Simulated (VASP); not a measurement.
# Ag (Im-3m) in VASP: single point with PBE

Aim: the single point of Ag with PBE.

Program: VASP 6.6.1. These are calculated values, not measurements. Logs are shortened: lines on timing, memory, paths and dates and some standing lists are left out, and cuts for length are marked.

## 1. The cell of the first run

Symmetry: Im-3m, No. 229, cubic system. The conventional cell has a = 3.311 Å, b = 3.311 Å, c = 3.311 Å, α = 90.00°, β = 90.00°, γ = 90.00°. Ag (site symmetry m-3m) has 14 Ag at 2.87 to 3.31 Å within 3.8 Å.

## 2. Single point, PBE

File INCAR:

```
ALGO = Normal
EDIFF = 1E-7
ENCUT = 520
GGA = PE
ISIF = 2
ISMEAR = 0
LASPH = T
LCHARG = F
LREAL = F
LWAVE = F
NBANDS = 12
NELM = 60
PREC = Accurate
SIGMA = 0.05
```

File KPOINTS:

```
k-points
0
Gamma
  16 16 16
```

File POSCAR:

```
Ag
1.0
   -1.6556540000      1.6556540000      1.6556540000
    1.6556540000     -1.6556540000      1.6556540000
    1.6556540000      1.6556540000     -1.6556540000
Ag
1
Direct
    0.0000000000      0.0000000000      0.0000000000
```

Potentials or basis: VASP PAW PBE potentials, release 64 (Ag).

The run is started by

```bash
$ cat potpaw_PBE.64/Ag/POTCAR > POTCAR
$ mpirun -np 1 vasp_std > vasp.out
```

OUTCAR:

```text
EDIFF = 1E-7
   ENCUT = 520
   GGA = PE
   ISIF = 2
   ISMEAR = 0
   LASPH = T
   LREAL = F
   NELM = 60
   PREC = Accurate

 ion  position               nearest neighbor table
   1  0.000  0.000  0.000-

  LATTYP: Found a body centered cubic cell.
 ALAT       =     3.3113080000

  Lattice vectors:

 A1 = (  -1.6556540000,   1.6556540000,   1.6556540000)
 A2 = (   1.6556540000,  -1.6556540000,   1.6556540000)
 A3 = (   1.6556540000,   1.6556540000,  -1.6556540000)

Analysis of symmetry for initial positions (statically):
=====================================================================
 Subroutine PRICEL returns:
 Original cell was already a primitive cell.

 Routine SETGRP: Setting up the symmetry group for a
 body centered cubic supercell.

 Subroutine GETGRP returns: Found 48 space group operations
 (whereof 48 operations were pure point group operations)
 out of a pool of 48 trial point group operations.

The static configuration has the point symmetry O_h .

Analysis of symmetry for dynamics (positions and initial velocities):
=====================================================================
 Subroutine PRICEL returns:
 Original cell was already a primitive cell.

 Routine SETGRP: Setting up the symmetry group for a
 body centered cubic supercell.

 Subroutine GETGRP returns: Found 48 space group operations
 (whereof 48 operations were pure point group operations)
 out of a pool of 48 trial point group operations.

The dynamic configuration has the point symmetry O_h .

 Subroutine INISYM returns: Found 48 space group operations
 (whereof 48 operations are pure point group operations),
 and found     1 'primitive' translations

----------------------------------------------------------------------------------------

                                     Primitive cell

  volume of cell :      18.1538

  direct lattice vectors                    reciprocal lattice vectors
    -1.655654000  1.655654000  1.655654000     0.000000000  0.301995465  0.301995465
     1.655654000 -1.655654000  1.655654000     0.301995465  0.000000000  0.301995465
     1.655654000  1.655654000 -1.655654000     0.301995465  0.301995465  0.000000000

  length of vectors
     2.867676848  2.867676848  2.867676848     0.427086083  0.427086083  0.427086083

  position of ions in fractional coordinates (direct lattice)
     0.000000000  0.000000000  0.000000000

  ion indices of the primitive-cell ions
[... 75 lines left out ...]
   LREAL  =      F    real-space projection
   EDIFFG = 0.1E-05   stopping-criterion for IOM
   NSW    =      0    number of steps for IOM
   IBRION =     -1    ionic relax: 0-MD 1-quasi-New 2-CG
   NFREE  =      0    steps in history (QN), initial steepest desc. (CG)
   ISIF   =      2    stress and relaxation
   ISYM   =      2    0-nonsym 1-usesym 2-fastsym
   POTIM  = 0.5000    time-step for ionic-motion
   TEBEG  =    0.0;   TEEND  =   0.0 temperature during run
   PSTRESS=    0.0 pullay stress
   NELECT =      11.0000    total number of electrons
   NUPDOWN=      -1.0000    fix difference up-down
   EMIN   =  10.00;   EMAX   =-10.00  energy-range for DOS
   EFERMI =   0.00;   METHOD = LEGACY
   ISMEAR =     0;   SIGMA  =   0.05  broadening in eV -4-tet -1-fermi 0-gaus
   EFERMI_NEDOS =   21; number of points for ismear=-14 and -15
   IALGO  =     38    algorithm
   IMIX   =      4    mixing-type and parameters
     AMIX     =   0.40;   BMIX     =  1.00
     AMIX_MAG =   1.60;   BMIX_MAG =  1.00
  volume/ion in A,a.u.               =      18.15       122.51
  Fermi-wavevector in a.u.,A,eV,Ry     =   1.385318  2.617871 26.111022  1.919106
  Thomas-Fermi vector in A             =   2.509739
   LORBIT       =      0    0 simple, 1 ext, 2 COOP (PROOUT), +10 PAW based schemes
   GGA     = PE    functional components
   LHFCALC =     F    Hartree Fock is set to
   AEXX    =    0.0000 exact exchange contribution
   IVDW    =     0    specifies the selected vdW correction
   LEPSILON=     F    determine dielectric tensor
   LRPA    =     F    only Hartree local field effects (RPA)
 non-spin polarized calculation
 Gauss-broadening in eV      SIGMA  =   0.05
  energy-cutoff  :      520.00
  volume of cell :       18.15
 maximum number of plane-waves:       498
 NGX is ok and might be reduce to    24
   NGX = 11   NGY = 11   NGZ = 11

 number of electron      11.0000001 magnetization

 Free energy of the ion-electron system (eV)
  ---------------------------------------------------
  ext. energy  EPLUGINS =         0.00000000
  ---------------------------------------------------
  free energy    TOTEN  =        -2.68010866 eV

  energy without entropy =       -2.67961348  energy(sigma->0) =       -2.67986107

 E-fermi :   7.6081     XC(G=0): -11.8370

 val. band max:        7.5922960560   @ k =  -0.3750   0.4375   0.1250
 cond. band min:       7.6754044068   @ k =   0.5000   0.0000   0.0000
 fundamental gap:      0.0831083508
 Fermi energy:         7.6080583792

 k-point     1 :       0.0000    0.0000    0.0000
  band No.  band energies     occupation
      1       0.2791      2.00000
      2       2.9026      2.00000
      3       2.9026      2.00000
      4       2.9026      2.00000
      5       4.1052      2.00000
      6       4.1052      2.00000
      7      25.3421      0.00000
      8      25.3421      0.00000
      9      25.3421      0.00000
     10      30.7085      0.00000
     11      30.7085      0.00000
     12      30.7085      0.00000
[... 331 lines left out ...]
 k-point    24 :       0.2500    0.1875    0.0000
  band No.  band energies     occupation
      1       2.0816      2.00000
      2       2.5213      2.00000
      3       3.2774      2.00000
      4       3.9085      2.00000
      5       4.3013      2.00000
      6       6.4585      2.00000
      7      16.0123      0.00000
      8      17.7409      0.00000
      9      22.1078      0.00000
     10      26.9900      0.00000
     11      29.9326      0.00000
     12      32.4365      0.00000

 [... further k-points ...]
[... 5 lines left out ...]
  --------------------------------------------------------------------------------------
  -------------------------------------------------------------------------------------
  Total       -0.0706553     -0.0706553     -0.0706553      0.0000000     -0.0000000      0.0000000
  in kB       -6.2357232     -6.2357232     -6.2357232      0.0000000     -0.0000000      0.0000000
  external PRESSURE =      -6.2357232 kB  Pullay stress =       0.0000000 kB

 VOLUME and BASIS-vectors are now :
 -----------------------------------------------------------------------------
  energy-cutoff  :      520.00
  volume of cell :       18.15
      direct lattice vectors                 reciprocal lattice vectors
    -1.655654000  1.655654000  1.655654000     0.000000000  0.301995465  0.301995465
     1.655654000 -1.655654000  1.655654000     0.301995465  0.000000000  0.301995465
     1.655654000  1.655654000 -1.655654000     0.301995465  0.301995465  0.000000000

 POSITION                                       TOTAL-FORCE (eV/Angst)
 -----------------------------------------------------------------------------------
      0.00000      0.00000      0.00000         0.000000      0.000000     -0.000000
 -----------------------------------------------------------------------------------
    total drift:                                0.000000      0.000000     -0.000000

  FREE ENERGIE OF THE ION-ELECTRON SYSTEM (eV)
  ---------------------------------------------------
  free  energy   TOTEN  =        -2.6801086597 eV

  energy  without entropy=       -2.6796134793  energy(sigma->0) =       -2.67986107
```

Run time: 14 s. Hardware: 1 thread of Intel Xeon 6975P-C, shared host; peak memory 0.16 GiB.

Results:

| Item | Value |
| --- | --- |
| Free energy | -2.6801 eV |
| Pressure | -0.6 GPa |
